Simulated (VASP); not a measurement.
# Ru3N2 (P-3m1) in VASP: a series of runs

Ru3N2 is run at these levels: PBE; tasks: single point, relaxation of cell and atoms.

Everything below comes from runs of VASP 6.6.1. Logs are shortened: lines on timing, memory, paths and dates and some standing lists are left out, and cuts for length are marked.

## (1) The cell of the first run

The structure is trigonal, space group P-3m1 (No. 164). The conventional cell has a = 3.376 Å, b = 3.376 Å, c = 5.252 Å, α = 90.00°, β = 90.00°, γ = 120.00°. Ru (site symmetry -3m) has 6 N at 2.34 Å and 6 Ru at 2.70 Å within 3.1 Å. Ru (site symmetry 3m) has 4 N at 2.03 to 2.10 Å and 6 Ru at 2.47 to 2.70 Å within 2.7 Å. Within 2.7 Å of N (site symmetry 3m) lie 7 Ru at 2.03 to 2.34 Å.

## (2) Single point, PBE, collinear spin, ferromagnetic start

File INCAR:

```
SYSTEM = Ru3N2
PREC = Accurate
ENCUT = 520
EDIFF = 1E-7
ISMEAR = 0
SIGMA = 0.1
LREAL = .False.
LASPH = .True.
NELM = 150
ALGO = Normal
ISIF = 2
LWAVE = .False.
LCHARG = .False.
ISPIN = 2
MAGMOM = 1 1 1 0 0
LORBIT = 11
LMAXMIX = 4
GGA = PE
NBANDS = 38
```

File KPOINTS:

```
regular mesh
0
Gamma
  6 6 4
  0 0 0
```

File POSCAR:

```
Ru3N2
1.0
    3.3756525699      0.0000000000      0.0000000000
   -1.6878262849      2.9234008798      0.0000000000
    0.0000000000      0.0000000000      5.2519670693
Ru N
3 2
Direct
    0.0000000000      0.0000000000      0.0000000000
    0.3333333333      0.6666666667      0.6450000000
    0.6666666667      0.3333333333      0.3550000000
    0.3333333333      0.6666666667      0.2450000000
    0.6666666667      0.3333333333      0.7550000000
```

Potentials or basis: VASP PAW PBE potentials, release 64 (Ru_pv, N).

The run is started by

```bash
$ cat potpaw_PBE.64/Ru_pv/POTCAR potpaw_PBE.64/N/POTCAR > POTCAR
$ mpirun -np 1 vasp_std > vasp.out
```

OUTCAR:

```text
SYSTEM = Ru3N2
   PREC = Accurate
   ENCUT = 520
   EDIFF = 1E-7
   ISMEAR = 0
   LREAL = .False.
   LASPH = .True.
   NELM = 150
   ISIF = 2
   ISPIN = 2
   LORBIT = 11
   GGA = PE

 ion  position               nearest neighbor table
   1  0.000  0.000  0.000-   4 2.34   5 2.34   4 2.34   5 2.34   5 2.34   4 2.34   2 2.70   3 2.70
                             2 2.70   3 2.70   2 2.70   3 2.70
   2  0.333  0.667  0.645-   5 2.03   5 2.03   5 2.03   4 2.10   3 2.47   3 2.47   3 2.47   1 2.70
                             1 2.70   1 2.70
   3  0.667  0.333  0.355-   4 2.03   4 2.03   4 2.03   5 2.10   2 2.47   2 2.47   2 2.47   1 2.70
                             1 2.70   1 2.70
   4  0.333  0.667  0.245-   3 2.03   3 2.03   3 2.03   2 2.10   1 2.34   1 2.34   1 2.34
   5  0.667  0.333  0.755-   2 2.03   2 2.03   2 2.03   3 2.10   1 2.34   1 2.34   1 2.34

  LATTYP: Found a hexagonal cell.
 ALAT       =     3.3756525699
 C/A-ratio  =     1.5558375634

  Lattice vectors:

 A1 = (   3.3756525699,   0.0000000000,   0.0000000000)
 A2 = (  -1.6878262849,   2.9234008798,   0.0000000000)
 A3 = (   0.0000000000,   0.0000000000,   5.2519670693)

Analysis of symmetry for initial positions (statically):
=====================================================================
 Subroutine PRICEL returns:
 Original cell was already a primitive cell.

 Routine SETGRP: Setting up the symmetry group for a
 hexagonal supercell.

 Subroutine GETGRP returns: Found 12 space group operations
 (whereof 12 operations were pure point group operations)
 out of a pool of 24 trial point group operations.

The static configuration has the point symmetry D_3d.

Analysis of symmetry for dynamics (positions and initial velocities):
=====================================================================
 Subroutine PRICEL returns:
 Original cell was already a primitive cell.

 Routine SETGRP: Setting up the symmetry group for a
 hexagonal supercell.

 Subroutine GETGRP returns: Found 12 space group operations
 (whereof 12 operations were pure point group operations)
 out of a pool of 24 trial point group operations.

The dynamic configuration has the point symmetry D_3d.

Analysis of structural, dynamic, and magnetic symmetry:
=====================================================================
 Subroutine PRICEL returns:
 Original cell was already a primitive cell.

 Routine SETGRP: Setting up the symmetry group for a
 hexagonal supercell.

 Subroutine GETGRP returns: Found 12 space group operations
 (whereof 12 operations were pure point group operations)
 out of a pool of 24 trial point group operations.

The overall configuration has the point symmetry D_3d.

 Subroutine INISYM returns: Found 12 space group operations
 (whereof 12 operations are pure point group operations),
 and found     1 'primitive' translations

----------------------------------------------------------------------------------------

                                     Primitive cell

  volume of cell :      51.8284

  direct lattice vectors                    reciprocal lattice vectors
     3.375652570  0.000000000  0.000000000     0.296239017  0.171033676  0.000000000
    -1.687826285  2.923400880  0.000000000     0.000000000  0.342067353  0.000000000
     0.000000000  0.000000000  5.251967069     0.000000000  0.000000000  0.190404850

  length of vectors
     3.375652570  3.375652570  5.251967069     0.342067353  0.342067353  0.190404850

  position of ions in fractional coordinates (direct lattice)
     0.000000000  0.000000000  0.000000000
     0.333333333  0.666666667  0.645000000
     0.666666667  0.333333333  0.355000000
     0.333333333  0.666666667  0.245000000
     0.666666667  0.333333333  0.755000000

  ion indices of the primitive-cell ions
   primitive index   ion index
                 1           1
                 2           2
                 3           3
[... 26 lines left out ...]

 Found     24 irreducible k-points:

 Following reciprocal coordinates:
            Coordinates               Weight
  0.000000  0.000000  0.000000      1.000000
  0.166667  0.000000  0.000000      6.000000
  0.333333  0.000000  0.000000      6.000000
  0.500000 -0.000000  0.000000      3.000000
  0.166667  0.166667  0.000000      6.000000
  0.333333  0.166667  0.000000     12.000000
[... 16 lines left out ...]
  0.333333  0.166667  0.500000     12.000000
  0.333333  0.333333  0.500000      2.000000
   k-points           NKPTS =     24   k-points in BZ     NKDIM =     24   number of bands    NBANDS=     38
   number of dos      NEDOS =    301   number of ions     NIONS =      5
   total plane-waves  NPLWV =  31360
   dimension x,y,z NGX =    28 NGY =   28 NGZ =   40
   dimension x,y,z NGXF=    56 NGYF=   56 NGZF=   80
   ions per type =               3   2
   NGX,Y,Z   is equivalent  to a cutoff of  13.79, 13.79, 12.66 a.u.
   NGXF,Y,Z  is equivalent  to a cutoff of  27.58, 27.58, 25.32 a.u.
 SYSTEM =  Ru3N2
   PREC   = accura    normal or accurate (medium, high low for compatibility)
   ISTART =      0    job   : 0-new  1-cont  2-samecut
   ICHARG =      2    charge: 1-file 2-atom 10-const
   ISPIN  =      2    spin polarized calculation?
   LNONCOLLINEAR =      F non collinear calculations
   LSORBIT =      F    spin-orbit coupling
   LASPH  =      T    aspherical Exc in radial PAW
   ENCUT  =  520.0 eV  38.22 Ry    6.18 a.u.   6.28  6.28  9.77*2*pi/ulx,y,z
   NELM   =    150;   NELMIN=  2; NELMDL= -5     # of ELM steps
   EDIFF  = 0.1E-06   stopping-criterion for ELM
   LREAL  =      F    real-space projection
   EDIFFG = 0.1E-05   stopping-criterion for IOM
   NSW    =      0    number of steps for IOM
   IBRION =     -1    ionic relax: 0-MD 1-quasi-New 2-CG
   NFREE  =      0    steps in history (QN), initial steepest desc. (CG)
   ISIF   =      2    stress and relaxation
   ISYM   =      2    0-nonsym 1-usesym 2-fastsym
   POTIM  = 0.5000    time-step for ionic-motion
   TEBEG  =    0.0;   TEEND  =   0.0 temperature during run
   PSTRESS=    0.0 pullay stress
   NELECT =      52.0000    total number of electrons
   NUPDOWN=      -1.0000    fix difference up-down
   EMIN   =  10.00;   EMAX   =-10.00  energy-range for DOS
   EFERMI =   0.00;   METHOD = LEGACY
   ISMEAR =     0;   SIGMA  =   0.10  broadening in eV -4-tet -1-fermi 0-gaus
   EFERMI_NEDOS =   21; number of points for ismear=-14 and -15
   IALGO  =     38    algorithm
   IMIX   =      4    mixing-type and parameters
     AMIX     =   0.40;   BMIX     =  1.00
     AMIX_MAG =   1.60;   BMIX_MAG =  1.00
  volume/ion in A,a.u.               =      10.37        69.95
  Fermi-wavevector in a.u.,A,eV,Ry     =   1.638903  3.097078 36.545289  2.686003
  Thomas-Fermi vector in A             =   2.729798
   LORBIT       =     11    0 simple, 1 ext, 2 COOP (PROOUT), +10 PAW based schemes
   GGA     = PE    functional components
   LHFCALC =     F    Hartree Fock is set to
   AEXX    =    0.0000 exact exchange contribution
   IVDW    =     0    specifies the selected vdW correction
   LEPSILON=     F    determine dielectric tensor
   LRPA    =     F    only Hartree local field effects (RPA)
 spin polarized calculation
 Gauss-broadening in eV      SIGMA  =   0.10
  energy-cutoff  :      520.00
  volume of cell :       51.83
 maximum number of plane-waves:      1412
 NGX is ok and might be reduce to    28
   NGX = 13   NGY = 13   NGZ = 19

 number of electron      52.0000003 magnetization       0.0019851

 number of electron      52.0000003 magnetization      -0.0001935

 Free energy of the ion-electron system (eV)
  ---------------------------------------------------
  ext. energy  EPLUGINS =         0.00000000
  ---------------------------------------------------
  free energy    TOTEN  =       -39.25751644 eV

  energy without entropy =      -39.24082218  energy(sigma->0) =      -39.24916931

 E-fermi :  13.0889     XC(G=0): -13.9320

 val. band max:       13.0665085043   @ k =   0.1667   0.1667   0.5000
 cond. band min:      13.1239026394   @ k =   0.3333   0.1667   0.2500
 fundamental gap:      0.0573941351
 Fermi energy:        13.0889461992

 spin component 1

 k-point     1 :       0.0000    0.0000    0.0000
  band No.  band energies     occupation
      1     -30.9011      1.00000
      2     -30.8922      1.00000
      3     -30.8922      1.00000
      4     -30.4899      1.00000
      5     -30.4787      1.00000
      6     -30.4787      1.00000
[... 973 lines left out ...]
     37      23.0945      0.00000
     38      23.0945      0.00000
 Fermi energy:        13.0889461992

 spin component 2

 k-point     1 :       0.0000    0.0000    0.0000
  band No.  band energies     occupation
      1     -30.9011      1.00000
      2     -30.8923      1.00000
      3     -30.8923      1.00000
      4     -30.4899      1.00000
      5     -30.4787      1.00000
      6     -30.4787      1.00000
[... 973 lines left out ...]
     37      23.0945      0.00000
     38      23.0945      0.00000

------------------------ aborting loop because EDIFF is reached ----------------------------------------

  FORCE on cell =-STRESS in cart. coord.  units (eV):
  Direction    XX          YY          ZZ          XY          YZ          ZX
  --------------------------------------------------------------------------------------
  -------------------------------------------------------------------------------------
  Total        8.5194291      8.5194291     11.3417862      0.0000000      0.0000000      0.0000000
  in kB      263.3619125    263.3619125    350.6097009      0.0000000      0.0000000      0.0000000
  external PRESSURE =     292.4445087 kB  Pullay stress =       0.0000000 kB

 VOLUME and BASIS-vectors are now :
 -----------------------------------------------------------------------------
  energy-cutoff  :      520.00
  volume of cell :       51.83
      direct lattice vectors                 reciprocal lattice vectors
     3.375652570  0.000000000  0.000000000     0.296239017  0.171033676  0.000000000
    -1.687826285  2.923400880  0.000000000     0.000000000  0.342067353  0.000000000
     0.000000000  0.000000000  5.251967069     0.000000000  0.000000000  0.190404850

 POSITION                                       TOTAL-FORCE (eV/Angst)
 -----------------------------------------------------------------------------------
      0.00000      0.00000      0.00000        -0.000000      0.000000      0.000000
     -0.00000      1.94893      3.38752         0.000000      0.000000      3.464940
      1.68783      0.97447      1.86445        -0.000000      0.000000     -3.464940
     -0.00000      1.94893      1.28673        -0.000000      0.000000     -0.592310
      1.68783      0.97447      3.96524         0.000000     -0.000000      0.592310
 -----------------------------------------------------------------------------------
    total drift:                                0.000000      0.000000     -0.000000

  FREE ENERGIE OF THE ION-ELECTRON SYSTEM (eV)
  ---------------------------------------------------
  free  energy   TOTEN  =       -39.2575164414 eV

  energy  without entropy=      -39.2408221840  energy(sigma->0) =      -39.24916931

 total charge

# of ion       s       p       d       tot
------------------------------------------
    1        0.248   6.196   6.172  12.616
    2        0.347   6.362   6.263  12.972
    3        0.347   6.362   6.263  12.972
    4        1.253   2.357   0.000   3.610
    5        1.253   2.357   0.000   3.610
--------------------------------------------------
tot          3.448  23.634  18.697  45.779

 magnetization (x)

# of ion       s       p       d       tot
------------------------------------------
    1       -0.000  -0.000  -0.000  -0.000
    2       -0.000  -0.000  -0.000  -0.000
    3       -0.000  -0.000  -0.000  -0.000
    4        0.000  -0.000   0.000  -0.000
    5        0.000  -0.000   0.000  -0.000
--------------------------------------------------
tot         -0.000  -0.000  -0.000  -0.000
```

Run time: 75 s. Hardware: 1 thread of AMD EPYC 9R45 (Zen 5), shared host; peak memory 0.21 GiB.

What came out:

```
Free energy                                           : -39.2575 eV
Pressure                                              : 29.2 GPa
Largest force                                         : 3.465 eV/Å
Band gap on the k mesh                                : zero (filled and empty bands overlap)
Net moment                                            : 0.00 μB per cell
Valence electrons inside the program's atomic spheres : Ru 12.62, 12.97 (each value once); N 3.61
```

Forces in eV/Å, atoms in the order of the input:
```
Ru   0.000  0.000  0.000
Ru   0.000  0.000  3.465
Ru   0.000  0.000 -3.465
N    0.000  0.000 -0.592
N    0.000  0.000  0.592
```

Stress tensor (GPa, compression positive):
```
26.34  0.00  0.00
 0.00 26.34  0.00
 0.00  0.00 35.06
```

Levels at points of the mesh, in eV from the Fermi level:
Spin up:
| k point | band 23 | band 24 | band 25 | band 26 | band 27 | band 28 | band 29 | band 30 |
| --- | --- | --- | --- | --- | --- | --- | --- | --- |
| (0.00, 0.00, 0.00) | -0.70 | -0.66 | -0.66 | -0.55 | -0.55 | -0.03 | 1.42 | 1.49 |
| (0.50, 0.00, 0.00) | -2.05 | -1.31 | -1.12 | -0.71 | -0.64 | 0.31 | 0.53 | 1.74 |
| (0.00, 0.00, 0.50) | -1.92 | -1.92 | -1.85 | 1.51 | 1.74 | 1.74 | 2.15 | 2.91 |
| (0.50, 0.00, 0.50) | -1.79 | -0.73 | -0.72 | -0.58 | 0.20 | 1.17 | 1.23 | 1.39 |
Spin down:
| k point | band 22 | band 23 | band 24 | band 25 | band 26 | band 27 | band 28 | band 29 | band 30 | band 31 |
| --- | --- | --- | --- | --- | --- | --- | --- | --- | --- | --- |
| (0.00, 0.00, 0.00) | -1.07 | -0.70 | -0.66 | -0.66 | -0.55 | -0.55 | -0.03 | 1.42 | 1.49 | 1.49 |
| (0.50, 0.00, 0.00) | -2.52 | -2.05 | -1.31 | -1.12 | -0.71 | -0.64 | 0.31 | 0.53 | 1.74 | 2.43 |
| (0.00, 0.00, 0.50) | -2.20 | -1.92 | -1.92 | -1.85 | 1.51 | 1.74 | 1.74 | 2.15 | 2.91 | 2.91 |
| (0.50, 0.00, 0.50) | -2.17 | -1.79 | -0.73 | -0.72 | -0.58 | 0.20 | 1.17 | 1.23 | 1.39 | 1.53 |

Caveat: the cell stands under pressure; forces of over 1 eV/Å act on the atoms, so gaps and moduli don't describe the material at rest.

## (3) Relaxation of cell and atoms, PBE

This run uses another cell than the first one, of 11.16 Å³/atom.

File INCAR:

```
  PREC = Accurate
  ENCUT = 600
  EDIFF = 1E-7
  ISMEAR = 0
  SIGMA = 0.1
  LREAL = F
  LASPH = T
  NELM = 60
  ALGO = Normal
  ISIF = 3
  LWAVE = F
  LCHARG = F
  GGA = PE
  IBRION = 2
  NSW = 100
  EDIFFG = -0.01
```

File KPOINTS:

```
Automatic mesh
0
Gamma
  12 12 6
```

File POSCAR:

```
Ru3N2
1.0
    3.1653635973      0.0000000000      0.0000000000
   -1.5826817986      2.7412852874      0.0000000000
    0.0000000000      0.0000000000      6.4294370078
Ru N
3 2
Direct
    0.0000000000      0.0000000000      0.0000000000
    0.3333333333      0.6666666667      0.6683689060
    0.6666666667      0.3333333333      0.3316310940
    0.3333333333      0.6666666667      0.2001616148
    0.6666666667      0.3333333333      0.7998383852
```

Potentials or basis: VASP PAW PBE potentials, release 64 (Ru_pv, N).

The run is started by

```bash
$ cat potpaw_PBE.64/Ru_pv/POTCAR potpaw_PBE.64/N/POTCAR > POTCAR
$ mpirun -np 1 vasp_std > vasp.out
```

Wall time 11 min (1 thread of AMD EPYC 9R45 (Zen 5), shared host); peak memory 0.29 GiB.

It converged, with:

```yaml
Free_energy: -40.8436 eV
Relaxed_volume: 11.13 Å³/atom
Relaxed_cell: a = 3.162 Å, b = 3.162 Å, c = 6.425 Å, α = 90.00°, β = 90.00°, γ = 120.00°
Space_group_after_relaxing_to_0.1_Å: P-3m1 (No. 164)
Energy_gained_by_relaxing: 0.5 meV/atom
Ionic_steps: 7
Pressure_after_relaxing: 0.0 GPa
Band_gap_on_the_k_mesh: zero (bands 26 and 27 overlap by 1.27 eV)
```

The path:
```tsv
step	energy change (eV)	largest force (eV/Å)	pressure (GPa)	volume (Å³)
1	0.0000	0.1144	0.09	55.79
2	-0.0014	0.0566	-0.67	55.84
3	-0.0014	0.0478	-0.80	55.85
4	-0.0021	0.0331	0.01	55.65
5	-0.0022	0.0317	0.08	55.63
6	-0.0023	0.0241	0.07	55.63
7	-0.0024	0.0012	0.03	55.65
```

Final structure:
```
CELL_PARAMETERS angstrom
3.16247 0.00000 0.00000
-1.58123 2.73878 0.00000
0.00000 0.00000 6.42492
ATOMIC_POSITIONS crystal
Ru 0.00000 0.00000 0.00000
Ru 0.33333 0.66667 0.66730
Ru 0.66667 0.33333 0.33270
N 0.33333 0.66667 0.19781
N 0.66667 0.33333 0.80219
```

Levels at points of the mesh, in eV from the Fermi level:
| k point | band 22 | band 23 | band 24 | band 25 | band 26 | band 27 | band 28 | band 29 | band 30 | band 31 |
| --- | --- | --- | --- | --- | --- | --- | --- | --- | --- | --- |
| (0.00, 0.00, 0.00) | -1.56 | -1.56 | -1.13 | -1.13 | -0.92 | -0.92 | 0.09 | 0.58 | 1.58 | 1.58 |
| (0.50, 0.00, 0.00) | -1.51 | -1.07 | -0.82 | -0.52 | -0.03 | 0.05 | 0.26 | 0.40 | 0.72 | 2.16 |
| (0.00, 0.00, 0.50) | -2.62 | -2.52 | -1.99 | -1.99 | 0.29 | 0.29 | 0.49 | 0.99 | 2.48 | 2.48 |
| (0.50, 0.00, 0.50) | -1.27 | -1.15 | -0.89 | -0.65 | -0.57 | -0.42 | 0.29 | 1.16 | 2.04 | 2.12 |
